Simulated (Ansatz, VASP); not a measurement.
**GaN: VASP beside Ansatz**

```
CELL_PARAMETERS angstrom
3.21843 0.00000 0.00000
-1.60921 2.78724 0.00000
0.00000 0.00000 5.24303
ATOMIC_POSITIONS crystal
Ga 0.33333 0.66667 0.99913
Ga 0.66667 0.33333 0.49913
N 0.33333 0.66667 0.37587
N 0.66667 0.33333 0.87587
```

Alike in both runs: task single point; functional PBE; k mesh 12 × 12 × 6; occupations gaussian, width 0.02 eV; no spin polarisation.

|  | VASP | Ansatz |
| --- | --- | --- |
| version | VASP 6.6.1 | Ansatz 0.2.0 |
| potentials or method | VASP PAW PBE potentials, release 64 (Ga_d, N), cutoff 520 eV | scalar-relativistic, plane waves, PAW |
| valence electrons in the cell | 36 | 36 |

```csv
,VASP,Ansatz,Ansatz less VASP
gap on the k mesh at the Fermi level (eV),1.72,1.71,-0.006
least direct gap on the mesh (eV),1.72,1.71,-0.006
pressure (GPa),0.1,0.0,-0.12
```

With one functional, cell and mesh, what is left measures potentials, basis and numerics.
